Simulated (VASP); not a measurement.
# Na2S (Fm-3m) in VASP: vibrations by perturbation theory with LDA

Aim: the vibrations by perturbation theory of Na2S with LDA.

Program: VASP 6.6.1. These are calculated values, not measurements. Logs are shortened: lines on timing, memory, paths and dates and some standing lists are left out, and cuts for length are marked.

## (1) The cell of the first run

The structure is cubic, space group Fm-3m (No. 225). Conventional cell: a = 6.272 Å, b = 6.272 Å, c = 6.272 Å, α = 90.00°, β = 90.00°, γ = 90.00°. Na (site symmetry -43m) has 4 S at 2.72 Å and 6 Na at 3.14 Å within 3.6 Å. Within 3.6 Å of S (site symmetry m-3m) lie 8 Na at 2.72 Å.

## (2) Vibrations by perturbation theory, LDA

The input, INCAR:

```
ALGO     = Normal         # electronic algorithm
EDIFF    = 1E-8           # SCF threshold, eV
ENCUT    = 500            # plane-wave cutoff, eV
GGA      = CA             # functional
GGA_COMPAT= F            
IBRION   = 8              # ionic algorithm
ISIF     = 2              # what is computed and relaxed
ISMEAR   = 0              # smearing method
LASPH    = T              # aspherical terms in the spheres
LCHARG   = F              # write CHGCAR
LEPSILON = T              # dielectric tensor by DFPT
LREAL    = F              # projectors in reciprocal space
LWAVE    = F              # write WAVECAR
NBANDS   = 17             # bands
NELM     = 120            # most SCF steps
NSW      = 1              # ionic steps
PREC     = Accurate       # precision mode
SIGMA    = 0.01           # smearing width, eV
```

The input, KPOINTS:

```
k-points
0
Gamma
  8 8 8
```

The input, POSCAR:

```
Na2S
1.0
    0.0000000000      3.1359627462      3.1359627462
    3.1359627462      0.0000000000      3.1359627462
    3.1359627462      3.1359627462      0.0000000000
Na S
2 1
Direct
    0.2500000000      0.2500000000      0.2500000000
    0.7500000000      0.7500000000      0.7500000000
    0.0000000000      0.0000000000      0.0000000000
```

Potentials or basis: VASP PAW LDA potentials, release 64 (Na_pv, S).

Run with:

```console
> cat potpaw_LDA.64/Na_pv/POTCAR potpaw_LDA.64/S/POTCAR > POTCAR
> mpirun -np 1 vasp_std > vasp.out
```

OUTCAR:

```text
EDIFF = 1E-8
   ENCUT = 500
   GGA = CA
   IBRION = 8
   ISIF = 2
   ISMEAR = 0
   LASPH = T
   LEPSILON = T
   LREAL = F
   NELM = 120
   NSW = 1
   PREC = Accurate

 ion  position               nearest neighbor table
   1  0.250  0.250  0.250-   3 2.72   3 2.72   3 2.72   3 2.72
   2  0.750  0.750  0.750-   3 2.72   3 2.72   3 2.72   3 2.72
   3  0.000  0.000  0.000-   2 2.72   2 2.72   2 2.72   1 2.72   2 2.72   1 2.72   1 2.72   1 2.72

  LATTYP: Found a face centered cubic cell.
 ALAT       =     6.2719254924

  Lattice vectors:

 A1 = (   0.0000000000,   3.1359627462,   3.1359627462)
 A2 = (   3.1359627462,   0.0000000000,   3.1359627462)
 A3 = (   3.1359627462,   3.1359627462,   0.0000000000)

Analysis of symmetry for initial positions (statically):
=====================================================================
 Subroutine PRICEL returns:
 Original cell was already a primitive cell.

 Routine SETGRP: Setting up the symmetry group for a
 face centered cubic supercell.

 Subroutine GETGRP returns: Found 48 space group operations
 (whereof 48 operations were pure point group operations)
 out of a pool of 48 trial point group operations.

The static configuration has the point symmetry O_h .

Analysis of symmetry for dynamics (positions and initial velocities):
=====================================================================
 Subroutine PRICEL returns:
 Original cell was already a primitive cell.

 Routine SETGRP: Setting up the symmetry group for a
 face centered cubic supercell.

 Subroutine GETGRP returns: Found 48 space group operations
 (whereof 48 operations were pure point group operations)
 out of a pool of 48 trial point group operations.

The dynamic configuration has the point symmetry O_h .

 Subroutine INISYM returns: Found 48 space group operations
 (whereof 48 operations are pure point group operations),
 and found     1 'primitive' translations

----------------------------------------------------------------------------------------

                                     Primitive cell

  volume of cell :      61.6798

  direct lattice vectors                    reciprocal lattice vectors
     0.000000000  3.135962746  3.135962746    -0.159440670  0.159440670  0.159440670
     3.135962746  0.000000000  3.135962746     0.159440670 -0.159440670  0.159440670
     3.135962746  3.135962746  0.000000000     0.159440670  0.159440670 -0.159440670

  length of vectors
     4.434921047  4.434921047  4.434921047     0.276159340  0.276159340  0.276159340

  position of ions in fractional coordinates (direct lattice)
     0.250000000  0.250000000  0.250000000
     0.750000000  0.750000000  0.750000000
     0.000000000  0.000000000  0.000000000

  ion indices of the primitive-cell ions
   primitive index   ion index
                 1           1
                 2           2
                 3           3

----------------------------------------------------------------------------------------

 KPOINTS: k-points

Automatic generation of k-mesh.
 Grid dimensions read from file:
[... 642 lines left out ...]

--------------------------------------- Ionic step        2  -------------------------------------------

------------------------ aborting loop because EDIFF is reached ----------------------------------------

--------------------------------------- Ionic step        3  -------------------------------------------

------------------------ aborting loop because EDIFF is reached ----------------------------------------

 PIEZOELECTRIC TENSOR FIELD DIRECTION 3  (e Angst)
 -----------------------------------------------------------------------------
     0.00015  0.00000 -0.00000           (  0.00001  0.00000 -0.00000)
     0.00000  0.00015  0.00000           (  0.00000  0.00001  0.00000)
    -0.00000  0.00000 -0.00093           ( -0.00000  0.00000  0.00001)

 PIEZOELECTRIC TENSOR FIELD DIRECTION 3  (C/m^2)
 -----------------------------------------------------------------------------
     0.00004  0.00000 -0.00000
     0.00000  0.00004  0.00000
    -0.00000  0.00000 -0.00024

[... ionic steps 4 to 9 ...]

--------------------------------------- Ionic step       10  -------------------------------------------

 Free energy of the ion-electron system (eV)
  ---------------------------------------------------
  ---------------------------------------------------
  free energy    TOTEN  =        -0.11069920 eV

  energy without entropy =       -0.11069920

------------------------ aborting loop because EDIFF is reached ----------------------------------------

 INTERNAL STRAIN TENSOR  FOR ION    3  DIRECTION 1   (eV/Angst):
 -----------------------------------------------------------------------------
    -0.00759 -0.00000  0.00000
    -0.00000  0.00518  0.00000
     0.00000  0.00000  0.00518

 MACROSCOPIC STATIC DIELECTRIC TENSOR (including local field effects in DFT)
 ------------------------------------------------------
           3.586399     0.000000     0.000000
          -0.000000     3.586399     0.000000
          -0.000000     0.000000     3.586399
 ------------------------------------------------------

 PIEZOELECTRIC TENSOR (including local field effects)  for field in x, y, z        (e  Angst)
          XX          YY          ZZ          XY          YZ          ZX
  --------------------------------------------------------------------------------
  x     0.00000     0.00000     0.00000     0.00000     0.00000     0.00000
  y     0.00000     0.00000     0.00000     0.00000     0.00000     0.00000
  z     0.00000     0.00000     0.00000     0.00000     0.00000     0.00000

 PIEZOELECTRIC TENSOR (including local field effects)  for field in x, y, z        (C/m^2)
          XX          YY          ZZ          XY          YZ          ZX
  --------------------------------------------------------------------------------
  x     0.00000     0.00000     0.00000     0.00000     0.00000     0.00000
  y     0.00000     0.00000     0.00000     0.00000     0.00000     0.00000
  z     0.00000     0.00000     0.00000     0.00000     0.00000     0.00000

 BORN EFFECTIVE CHARGES (including local field effects) (in |e|, cummulative output)
 ---------------------------------------------------------------------------------
 ion    1
    1     0.92041     0.00000     0.00000
    2     0.00000     0.92041     0.00000
    3     0.00000     0.00000     0.92041
 ion    2
    1     0.92041     0.00000     0.00000
    2     0.00000     0.92041     0.00000
    3     0.00000     0.00000     0.92041
 ion    3
    1    -1.84082     0.00000     0.00000
    2    -0.00000    -1.84082     0.00000
    3     0.00000     0.00000    -1.84082

 INTERNAL STRAIN TENSOR FOR ION    3 for displacements in x,y,z  (eV/Angst):
          X           Y           Z          XY          YZ          ZX
  --------------------------------------------------------------------------------
  x     0.00000     0.00000     0.00000     0.00000     0.00000     0.00000
  y     0.00000     0.00000     0.00000     0.00000     0.00000     0.00000
  z     0.00000     0.00000     0.00000     0.00000     0.00000     0.00000

 SECOND DERIVATIVES (NOT SYMMETRIZED)
 ------------------------------------
               1X          1Y          1Z          2X          2Y          2Z          3X          3Y          3Z
  1X    -2.983839    0.000000    0.000000    0.896652    0.000000    0.000000    2.087187    0.000000    0.000000
  1Y     0.000000   -2.983839    0.000000    0.000000    0.896652   -0.000000    0.000000    2.087187    0.000000
  1Z     0.000000    0.000000   -2.983839    0.000000   -0.000000    0.896652    0.000000    0.000000    2.087187
  2X     0.896652    0.000000    0.000000   -2.983839    0.000000    0.000000    2.087187    0.000000    0.000000
  2Y     0.000000    0.896652   -0.000000    0.000000   -2.983839    0.000000    0.000000    2.087187    0.000000
  2Z     0.000000   -0.000000    0.896652    0.000000    0.000000   -2.983839    0.000000    0.000000    2.087187
  3X     2.070040    0.000000    0.000000    2.070040    0.000000    0.000000   -4.140080    0.000000    0.000000
  3Y     0.000000    2.070040    0.000000    0.000000    2.070040    0.000000    0.000000   -4.140080    0.000000
  3Z     0.000000    0.000000    2.070040    0.000000    0.000000    2.070040    0.000000    0.000000   -4.140080

 Eigenvectors and eigenvalues of the dynamical matrix
 ----------------------------------------------------

   1 f  =    7.330983 THz    46.061924 2PiTHz  244.535265 cm-1    30.318495 meV
             X         Y         Z           dx          dy          dz
      1.567981  1.567981  1.567981     0.124256    0.197029   -0.390089
      4.703944  4.703944  4.703944     0.124256    0.197029   -0.390089
      0.000000  0.000000  0.000000    -0.209557   -0.332288    0.657884
[... 43 lines left out ...]
   9 f/i=    0.014887 THz     0.093539 2PiTHz    0.496585 cm-1     0.061569 meV
             X         Y         Z           dx          dy          dz
      1.567981  1.567981  1.567981    -0.535891    0.078258    0.016332
      4.703944  4.703944  4.703944    -0.535891    0.078258    0.016332
      0.000000  0.000000  0.000000    -0.635509    0.092805    0.019368

--------------------------------------------------------------------------------------------------------

 MACROSCOPIC STATIC DIELECTRIC TENSOR IONIC CONTRIBUTION
 ------------------------------------------------------
           2.394626    -0.000000     0.000000
          -0.000000     2.394626     0.000000
           0.000000     0.000000     2.394626
 ------------------------------------------------------

 ELASTIC MODULI CONTR FROM IONIC RELAXATION (kBar)
 Direction    XX          YY          ZZ          XY          YZ          ZX
 --------------------------------------------------------------------------------
 XX          -0.0000      0.0000     -0.0000     -0.0000     -0.0000     -0.0000
 YY           0.0000     -0.0000     -0.0000     -0.0000      0.0000      0.0000
 ZZ          -0.0000     -0.0000     -0.0000     -0.0000     -0.0000      0.0000
 XY          -0.0000     -0.0000     -0.0000    -79.9298     -0.0000      0.0000
 YZ          -0.0000      0.0000     -0.0000     -0.0000    -79.9298     -0.0000
 ZX          -0.0000      0.0000      0.0000      0.0000     -0.0000    -79.9298
 --------------------------------------------------------------------------------

 PIEZOELECTRIC TENSOR IONIC CONTR  for field in x, y, z        (C/m^2)
          XX          YY          ZZ          XY          YZ          ZX
  --------------------------------------------------------------------------------
  x    -0.00000     0.00000    -0.00000    -0.00000    -0.00000    -0.00000
  y     0.00000     0.00000    -0.00000    -0.00000     0.00000    -0.00000
  z    -0.00000    -0.00000     0.00000     0.00000    -0.00000     0.00000
```

Run time: 12 min. Hardware: 1 thread of Intel Xeon 8259CL, shared host; peak memory 0.34 GiB.

Results:

```
Electronic dielectric tensor (diagonal)                 : 3.59
Born charges (mean of the diagonal)                     : Na +0.92; S -1.84 e
Highest phonon frequency at Γ, LO-TO splitting left out : 245 cm⁻¹
```

Phonon frequencies in cm⁻¹ (negative: imaginary):
| q point | frequencies |
| --- | --- |
| (0.000, 0.000, 0.000) | 0 0 0 214 214 214 245 245 245 |

Electronic dielectric tensor:
```
3.59 0.00 0.00
0.00 3.59 0.00
0.00 0.00 3.59
```

Born effective charge tensors (e):
atom 1, Na
```
0.92 0.00 0.00
0.00 0.92 0.00
0.00 0.00 0.92
```
atom 2, Na
```
0.92 0.00 0.00
0.00 0.92 0.00
0.00 0.00 0.92
```
atom 3, S
```
-1.84  0.00  0.00
 0.00 -1.84  0.00
 0.00  0.00 -1.84
```

Caveat: the cell stands under pressure or tension, which shifts response properties.
